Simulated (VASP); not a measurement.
Runs of VASP 6.6.1 on W. The structure is that of space group P6_3/mmc (No. 194), or close to it. The cells are those of the table. 

```tsv
task	cell	cutoff (eV)	gap on the mesh (eV)	pressure (GPa)
single point	a = 2.685, b = 2.685, c = 4.703 Å, angles 90.0, 90.0, 120.0°, 2 atoms	520	none	(a)
single point	a = 2.686, b = 2.686, c = 4.703 Å, angles 90.0, 90.0, 120.0°, 2 atoms	520	none	32.1
relaxation of cell and atoms	relaxed to 31 GPa from a = 2.755, b = 2.755, c = 4.463 Å, angles 90.0, 90.0, 120.0°, 2 atoms	600	none	31.0
relaxation of cell and atoms	relaxed to 31 GPa from a = 2.686, b = 2.686, c = 4.703 Å, angles 90.0, 90.0, 120.0°, 2 atoms	600	none	31.0
```

Alike in all rows: level PBEsol; potentials or basis VASP PAW PBE potentials, release 64 (W_sv); no spin polarisation; k mesh 16 × 16 × 9; smearing fermi-dirac 0.1 eV.

Q: Estimate the missing entries.

A: (a) 32.2.

Caveats: the PAW data sets were made with another functional, which shifts forces and pressure a little; spin-orbit coupling is left out, which moves the levels of the heavy elements; the cell is relaxed towards a set pressure, so the enthalpy falls and the energy may rise (some runs).

A k mesh can miss the band edges, and the runs leave out spin-orbit coupling on W.

A gap of «none» marks levels without a gap at the run's occupations.
